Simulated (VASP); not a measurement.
# HgTe (F-43m) in VASP: notebook

HgTe is run at these levels: PBE; tasks: single point, relaxation of cell and atoms.

Program: VASP 6.6.1. These are calculated values, not measurements. Logs are shortened: lines on timing, memory, paths and dates and some standing lists are left out, and cuts for length are marked.

### Step 1. The cell of the first run

The structure is cubic, space group F-43m (No. 216). Conventional cell: a = 6.650 Å, b = 6.650 Å, c = 6.650 Å, α = 90.00°, β = 90.00°, γ = 90.00°. Within 3.8 Å of Hg (site symmetry -43m) lie 4 Te at 2.88 Å. Te (site symmetry -43m) has 4 Hg at 2.88 Å within 3.8 Å.

### Step 2. Single point, PBE

INCAR

```
  ALGO = Normal
  EDIFF = 1E-6
  ENCUT = 520
  GGA = PE
  ISIF = 2
  ISMEAR = 0
  LASPH = True
  LCHARG = True
  LELF = True
  LREAL = False
  LVHAR = True
  LWAVE = False
  NBANDS = 16
  NELM = 60
  PREC = Accurate
  SIGMA = 0.1
```

KPOINTS

```
k-points
0
Gamma
  12 12 12
```

POSCAR

```
HgTe
1.0
    0.0000000000      3.3247980867      3.3247980867
    3.3247980867      0.0000000000      3.3247980867
    3.3247980867      3.3247980867      0.0000000000
Hg Te
1 1
Direct
    0.0000000000      0.0000000000      0.0000000000
    0.7500000000      0.7500000000      0.7500000000
```

Potentials or basis: VASP PAW PBE potentials, release 64 (Hg, Te).

Launch:

```
$ cat potpaw_PBE.64/Hg/POTCAR potpaw_PBE.64/Te/POTCAR > POTCAR
$ mpirun -np 1 vasp_std > vasp.out
```

OUTCAR:

```text
EDIFF = 1E-6
   ENCUT = 520
   GGA = PE
   ISIF = 2
   ISMEAR = 0
   LASPH = True
   LREAL = False
   NELM = 60
   PREC = Accurate

 ion  position               nearest neighbor table
   1  0.000  0.000  0.000-   2 2.88   2 2.88   2 2.88   2 2.88
   2  0.750  0.750  0.750-   1 2.88   1 2.88   1 2.88   1 2.88

  LATTYP: Found a face centered cubic cell.
 ALAT       =     6.6495961734

  Lattice vectors:

 A1 = (   0.0000000000,   3.3247980867,   3.3247980867)
 A2 = (   3.3247980867,   0.0000000000,   3.3247980867)
 A3 = (   3.3247980867,   3.3247980867,   0.0000000000)

Analysis of symmetry for initial positions (statically):
=====================================================================
 Subroutine PRICEL returns:
 Original cell was already a primitive cell.

 Routine SETGRP: Setting up the symmetry group for a
 face centered cubic supercell.

 Subroutine GETGRP returns: Found 24 space group operations
 (whereof 24 operations were pure point group operations)
 out of a pool of 48 trial point group operations.

The static configuration has the point symmetry T_d .

Analysis of symmetry for dynamics (positions and initial velocities):
=====================================================================
 Subroutine PRICEL returns:
 Original cell was already a primitive cell.

 Routine SETGRP: Setting up the symmetry group for a
 face centered cubic supercell.

 Subroutine GETGRP returns: Found 24 space group operations
 (whereof 24 operations were pure point group operations)
 out of a pool of 48 trial point group operations.

The dynamic configuration has the point symmetry T_d .

 Subroutine INISYM returns: Found 24 space group operations
 (whereof 24 operations are pure point group operations),
 and found     1 'primitive' translations

----------------------------------------------------------------------------------------

                                     Primitive cell

  volume of cell :      73.5065

  direct lattice vectors                    reciprocal lattice vectors
     0.000000000  3.324798087  3.324798087    -0.150385072  0.150385072  0.150385072
     3.324798087  0.000000000  3.324798087     0.150385072 -0.150385072  0.150385072
     3.324798087  3.324798087  0.000000000     0.150385072  0.150385072 -0.150385072

  length of vectors
     4.701974546  4.701974546  4.701974546     0.260474586  0.260474586  0.260474586

  position of ions in fractional coordinates (direct lattice)
     0.000000000  0.000000000  0.000000000
     0.750000000  0.750000000  0.750000000

  ion indices of the primitive-cell ions
   primitive index   ion index
                 1           1
                 2           2

----------------------------------------------------------------------------------------

 KPOINTS: k-points

Automatic generation of k-mesh.
 Grid dimensions read from file:
 generate k-points for:   12   12   12

 Generating k-lattice:

  Cartesian coordinates                     Fractional coordinates (reciprocal lattice)
    -0.012532089  0.012532089  0.012532089     0.083333333  0.000000000  0.000000000
     0.012532089 -0.012532089  0.012532089     0.000000000  0.083333333  0.000000000
     0.012532089  0.012532089 -0.012532089     0.000000000  0.000000000  0.083333333

  Length of vectors
     0.021706215  0.021706215  0.021706215

  Shift w.r.t. Gamma in fractional coordinates (k-lattice)
     0.000000000  0.000000000  0.000000000

 Subroutine IBZKPT returns following result:
 ===========================================

 Found     72 irreducible k-points:

 Following reciprocal coordinates:
            Coordinates               Weight
  0.000000  0.000000  0.000000      1.000000
  0.083333  0.000000  0.000000      8.000000
  0.166667  0.000000  0.000000      8.000000
  0.250000  0.000000  0.000000      8.000000
  0.333333  0.000000  0.000000      8.000000
  0.416667  0.000000  0.000000      8.000000
[... 16 lines left out ...]
  0.500000  0.166667  0.000000     24.000000
 -0.416667  0.166667  0.000000     24.000000
 [... further k-points ...]
   k-points           NKPTS =     72   k-points in BZ     NKDIM =     72   number of bands    NBANDS=     16
   number of dos      NEDOS =    301   number of ions     NIONS =      2
   total plane-waves  NPLWV =  46656
   dimension x,y,z NGX =    36 NGY =   36 NGZ =   36
   dimension x,y,z NGXF=    72 NGYF=   72 NGZF=   72
   ions per type =               1   1
   NGX,Y,Z   is equivalent  to a cutoff of  12.73, 12.73, 12.73 a.u.
   NGXF,Y,Z  is equivalent  to a cutoff of  25.46, 25.46, 25.46 a.u.
 SYSTEM =  unknown system
   PREC   = accura    normal or accurate (medium, high low for compatibility)
   ISTART =      0    job   : 0-new  1-cont  2-samecut
   ICHARG =      2    charge: 1-file 2-atom 10-const
   ISPIN  =      1    spin polarized calculation?
   LNONCOLLINEAR =      F non collinear calculations
   LSORBIT =      F    spin-orbit coupling
   LASPH  =      T    aspherical Exc in radial PAW
   ENCUT  =  520.0 eV  38.22 Ry    6.18 a.u.   8.74  8.74  8.74*2*pi/ulx,y,z
   NELM   =     60;   NELMIN=  2; NELMDL= -5     # of ELM steps
   EDIFF  = 0.1E-05   stopping-criterion for ELM
   LREAL  =      F    real-space projection
   EDIFFG = 0.1E-04   stopping-criterion for IOM
   NSW    =      0    number of steps for IOM
   IBRION =     -1    ionic relax: 0-MD 1-quasi-New 2-CG
   NFREE  =      0    steps in history (QN), initial steepest desc. (CG)
   ISIF   =      2    stress and relaxation
   ISYM   =      2    0-nonsym 1-usesym 2-fastsym
   POTIM  = 0.5000    time-step for ionic-motion
   TEBEG  =    0.0;   TEEND  =   0.0 temperature during run
   PSTRESS=    0.0 pullay stress
   NELECT =      18.0000    total number of electrons
   NUPDOWN=      -1.0000    fix difference up-down
   EMIN   =  10.00;   EMAX   =-10.00  energy-range for DOS
   EFERMI =   0.00;   METHOD = LEGACY
   ISMEAR =     0;   SIGMA  =   0.10  broadening in eV -4-tet -1-fermi 0-gaus
   EFERMI_NEDOS =   21; number of points for ismear=-14 and -15
   IALGO  =     38    algorithm
   IMIX   =      4    mixing-type and parameters
     AMIX     =   0.40;   BMIX     =  1.00
     AMIX_MAG =   1.60;   BMIX_MAG =  1.00
  volume/ion in A,a.u.               =      36.75       248.02
  Fermi-wavevector in a.u.,A,eV,Ry     =   1.024213  1.935482 14.272685  1.049013
  Thomas-Fermi vector in A             =   2.157988
   LORBIT       =      0    0 simple, 1 ext, 2 COOP (PROOUT), +10 PAW based schemes
   GGA     = PE    functional components
   LHFCALC =     F    Hartree Fock is set to
   AEXX    =    0.0000 exact exchange contribution
   IVDW    =     0    specifies the selected vdW correction
   LEPSILON=     F    determine dielectric tensor
   LRPA    =     F    only Hartree local field effects (RPA)
 non-spin polarized calculation
 Gauss-broadening in eV      SIGMA  =   0.10
  energy-cutoff  :      520.00
  volume of cell :       73.51
 maximum number of plane-waves:      2006
   NGX = 17   NGY = 17   NGZ = 17

 number of electron      17.9999998 magnetization

 Free energy of the ion-electron system (eV)
  ---------------------------------------------------
  ext. energy  EPLUGINS =         0.00000000
  ---------------------------------------------------
  free energy    TOTEN  =        -3.65186447 eV

  energy without entropy =       -3.65170011  energy(sigma->0) =       -3.65178229

 E-fermi :   2.3107     XC(G=0):  -8.3605

 val. band max:        2.2391464949   @ k =   0.0000   0.0000   0.0000
 cond. band min:       2.5926691566   @ k =   0.0833   0.0000   0.0000
 fundamental gap:      0.3535226617
 Fermi energy:         2.3107215958

 k-point     1 :       0.0000    0.0000    0.0000
  band No.  band energies     occupation
      1      -9.1780      2.00000
      2      -4.6547      2.00000
      3      -4.6547      2.00000
      4      -4.6547      2.00000
      5      -4.2219      2.00000
      6      -4.2219      2.00000
[... 8 lines left out ...]
     15      11.6691      0.00000
     16      11.6691      0.00000

 k-point     2 :       0.0833    0.0000    0.0000
  band No.  band energies     occupation
      1      -9.1488      2.00000
      2      -4.6466      2.00000
      3      -4.6466      2.00000
      4      -4.6420      2.00000
      5      -4.2227      2.00000
      6      -4.2227      2.00000
[... 8 lines left out ...]
     15      11.2063      0.00000
     16      11.2063      0.00000

 k-point     3 :       0.1667    0.0000    0.0000
  band No.  band energies     occupation
      1      -9.0675      2.00000
      2      -4.6251      2.00000
      3      -4.6251      2.00000
      4      -4.5971      2.00000
      5      -4.2238      2.00000
      6      -4.2238      2.00000
[... 8 lines left out ...]
     15      10.8049      0.00000
     16      10.8049      0.00000

 k-point     4 :       0.2500    0.0000    0.0000
  band No.  band energies     occupation
      1      -8.9523      2.00000
      2      -4.5976      2.00000
      3      -4.5976      2.00000
      4      -4.5015      2.00000
      5      -4.2222      2.00000
      6      -4.2222      2.00000
[... 8 lines left out ...]
     15      10.7417      0.00000
     16      10.7417      0.00000

 k-point     5 :       0.3333    0.0000    0.0000
  band No.  band energies     occupation
      1      -8.8321      2.00000
      2      -4.5733      2.00000
      3      -4.5733      2.00000
      4      -4.3361      2.00000
      5      -4.2163      2.00000
      6      -4.2163      2.00000
[... 8 lines left out ...]
     15      11.0747      0.00000
     16      11.0747      0.00000

 k-point     6 :       0.4167    0.0000    0.0000
  band No.  band energies     occupation
      1      -8.7409      2.00000
      2      -4.5580      2.00000
      3      -4.5580      2.00000
      4      -4.2086      2.00000
      5      -4.2086      2.00000
      6      -4.1112      2.00000
[... 8 lines left out ...]
     15      11.7051      0.00000
     16      11.7051      0.00000
[... 267 lines left out ...]
 k-point    21 :       0.3333    0.1667    0.0000
  band No.  band energies     occupation
      1      -8.8344      2.00000
      2      -4.5700      2.00000
      3      -4.5348      2.00000
      4      -4.4429      2.00000
      5      -4.2245      2.00000
      6      -4.1992      2.00000
[... 8 lines left out ...]
     15      11.5849      0.00000
     16      11.8520      0.00000

 k-point    22 :       0.4167    0.1667    0.0000
  band No.  band energies     occupation
      1      -8.7329      2.00000
      2      -4.5487      2.00000
      3      -4.5157      2.00000
      4      -4.3205      2.00000
      5      -4.1968      2.00000
      6      -4.1488      2.00000
[... 8 lines left out ...]
     15      11.6056      0.00000
     16      12.2472      0.00000

 k-point    23 :       0.5000    0.1667    0.0000
  band No.  band energies     occupation
      1      -8.6679      2.00000
      2      -4.5360      2.00000
      3      -4.5094      2.00000
      4      -4.2575      2.00000
      5      -4.2007      2.00000
      6      -3.9831      2.00000
[... 8 lines left out ...]
     15      11.7842      0.00000
     16      12.2796      0.00000

 k-point    24 :      -0.4167    0.1667    0.0000
  band No.  band energies     occupation
      1      -8.6595      2.00000
      2      -4.5312      2.00000
      3      -4.5154      2.00000
      4      -4.2325      2.00000
      5      -4.2124      2.00000
      6      -3.9449      2.00000
[... 8 lines left out ...]
     15      11.5009      0.00000
     16      11.7526      0.00000

 [... further k-points ...]
[... 5 lines left out ...]
  --------------------------------------------------------------------------------------
  -------------------------------------------------------------------------------------
  Total        0.0282554      0.0282554      0.0282554     -0.0000000      0.0000000      0.0000000
  in kB        0.6158659      0.6158659      0.6158659     -0.0000000      0.0000000      0.0000000
  external PRESSURE =       0.6158659 kB  Pullay stress =       0.0000000 kB

 VOLUME and BASIS-vectors are now :
 -----------------------------------------------------------------------------
  energy-cutoff  :      520.00
  volume of cell :       73.51
      direct lattice vectors                 reciprocal lattice vectors
     0.000000000  3.324798087  3.324798087    -0.150385072  0.150385072  0.150385072
     3.324798087  0.000000000  3.324798087     0.150385072 -0.150385072  0.150385072
     3.324798087  3.324798087  0.000000000     0.150385072  0.150385072 -0.150385072

 POSITION                                       TOTAL-FORCE (eV/Angst)
 -----------------------------------------------------------------------------------
      0.00000      0.00000      0.00000        -0.000000      0.000000      0.000000
      4.98720      4.98720      4.98720         0.000000     -0.000000     -0.000000
 -----------------------------------------------------------------------------------
    total drift:                                0.000000      0.000000      0.000000

  FREE ENERGIE OF THE ION-ELECTRON SYSTEM (eV)
  ---------------------------------------------------
  free  energy   TOTEN  =        -3.6518644731 eV

  energy  without entropy=       -3.6517001107  energy(sigma->0) =       -3.65178229
```

Run time: 66 s. Hardware: 1 thread of Intel Xeon Platinum 8259CL at 2.50GHz (Skylake/Cascade Lake), shared host; peak memory 0.26 GiB.

Results:

| Quantity | Value |
| --- | --- |
| Free energy | -3.6519 eV |
| Pressure | 0.1 GPa |
| Band gap on the k mesh | zero (filled and empty bands touch) |

Caveat: spin-orbit coupling is left out, which moves the levels of the heavy elements.

### Step 3. Single point, PBE

INCAR

```
SYSTEM = HgTe
PREC = Accurate ; ENCUT = 520
EDIFF = 1E-7 ; ISMEAR = 0
SIGMA = 0.1 ; LREAL = .FALSE.
LASPH = .TRUE. ; NELM = 80
ALGO = Normal ; ISIF = 2
LWAVE = .FALSE. ; LCHARG = .FALSE.
GGA = PE ; NBANDS = 16
```

KPOINTS

```
Automatic mesh
0
G
  12 12 12
  0 0 0
```

POSCAR is that of step 2.

Potentials or basis: VASP PAW PBE potentials, release 64 (Hg, Te).

Launch:

```
$ cat potpaw_PBE.64/Hg/POTCAR potpaw_PBE.64/Te/POTCAR > POTCAR
$ mpirun -np 1 vasp_std > vasp.out
```

OUTCAR:

```text
SYSTEM = HgTe
   PREC = Accurate
   ENCUT = 520
   EDIFF = 1E-7
   ISMEAR = 0
   LREAL = .FALSE.
   LASPH = .TRUE.
   NELM = 80
   ISIF = 2
   GGA = PE

 ion  position               nearest neighbor table
   1  0.000  0.000  0.000-   2 2.88   2 2.88   2 2.88   2 2.88
   2  0.750  0.750  0.750-   1 2.88   1 2.88   1 2.88   1 2.88

  LATTYP: Found a face centered cubic cell.
 ALAT       =     6.6495961734

  Lattice vectors:

 A1 = (   0.0000000000,   3.3247980867,   3.3247980867)
 A2 = (   3.3247980867,   0.0000000000,   3.3247980867)
 A3 = (   3.3247980867,   3.3247980867,   0.0000000000)
[... 624 lines left out ...]
      4      -4.2324      2.00000
      5      -4.2123      2.00000
      6      -3.9449      2.00000
[... 8 lines left out ...]
     15      11.5010      0.00000
     16      11.7528      0.00000

 [... further k-points ...]
[... 5 lines left out ...]
  --------------------------------------------------------------------------------------
  -------------------------------------------------------------------------------------
  Total        0.0260116      0.0260116      0.0260116     -0.0000000     -0.0000000      0.0000000
  in kB        0.5669584      0.5669584      0.5669584     -0.0000000     -0.0000000      0.0000000
  external PRESSURE =       0.5669584 kB  Pullay stress =       0.0000000 kB

 VOLUME and BASIS-vectors are now :
 -----------------------------------------------------------------------------
  energy-cutoff  :      520.00
  volume of cell :       73.51
      direct lattice vectors                 reciprocal lattice vectors
     0.000000000  3.324798087  3.324798087    -0.150385072  0.150385072  0.150385072
     3.324798087  0.000000000  3.324798087     0.150385072 -0.150385072  0.150385072
     3.324798087  3.324798087  0.000000000     0.150385072  0.150385072 -0.150385072

 POSITION                                       TOTAL-FORCE (eV/Angst)
 -----------------------------------------------------------------------------------
      0.00000      0.00000      0.00000         0.000000      0.000000     -0.000000
      4.98720      4.98720      4.98720        -0.000000     -0.000000      0.000000
 -----------------------------------------------------------------------------------
    total drift:                                0.000000      0.000000      0.000000

  FREE ENERGIE OF THE ION-ELECTRON SYSTEM (eV)
  ---------------------------------------------------
  free  energy   TOTEN  =        -3.6518644474 eV

  energy  without entropy=       -3.6517000859  energy(sigma->0) =       -3.65178227
```

OSZICAR:

```text
N       E                     dE             d eps       ncg     rms          rms(c)
DAV:   1     0.102530596575E+03    0.10253E+03   -0.79281E+03  2320   0.965E+02
DAV:   2    -0.159031545767E+00   -0.10269E+03   -0.95980E+02  2712   0.222E+02
DAV:   3    -0.381660965805E+01   -0.36576E+01   -0.36494E+01  2832   0.435E+01
DAV:   4    -0.385261370930E+01   -0.36004E-01   -0.36002E-01  3464   0.384E+00
DAV:   5    -0.385270118484E+01   -0.87476E-04   -0.87476E-04  3008   0.183E-01    0.635E+00
DAV:   6    -0.365801016975E+01    0.19469E+00   -0.38487E-01  2696   0.791E+00    0.517E+00
DAV:   7    -0.365223113791E+01    0.57790E-02   -0.85281E-02  2648   0.193E+00    0.205E+00
DAV:   8    -0.365179301219E+01    0.43813E-03   -0.82723E-03  2624   0.101E+00    0.460E-01
DAV:   9    -0.365182147850E+01   -0.28466E-04   -0.69491E-04  2960   0.288E-01    0.910E-02
DAV:  10    -0.365185130890E+01   -0.29830E-04   -0.85278E-05  2856   0.795E-02    0.451E-02
DAV:  11    -0.365186510386E+01   -0.13795E-04   -0.24214E-05  2800   0.327E-02    0.197E-02
DAV:  12    -0.365186447305E+01    0.63080E-06   -0.28811E-06  2680   0.105E-02    0.134E-02
DAV:  13    -0.365186444742E+01    0.25629E-07   -0.24497E-07  2928   0.271E-03
   1 F= -.36518644E+01 E0= -.36517823E+01  d E =-.164362E-03
```

stdout:

```text
POSCAR found type information on POSCAR HgTe
 POSCAR found :  2 types and       2 ions
 scaLAPACK will be used
 LDA part: xc-table for (Slater+PW92), standard interpolation
 POSCAR, INCAR and KPOINTS ok, starting setup
 FFT: planning ... GRIDC
 FFT: planning ... GRID_SOFT
 FFT: planning ... GRID
 WAVECAR not read
 entering main loop
```

It took 82 s on 1 thread of Intel Xeon Platinum 8259CL at 2.50GHz (Skylake/Cascade Lake), shared host; peak memory 0.26 GiB.

Results:

```
Free energy            : -3.6519 eV
Pressure               : 0.1 GPa
Band gap on the k mesh : zero (filled and empty bands touch)
```

Caveat: spin-orbit coupling is left out, which moves the levels of the heavy elements.

(Part 1 of 2 ends here.)
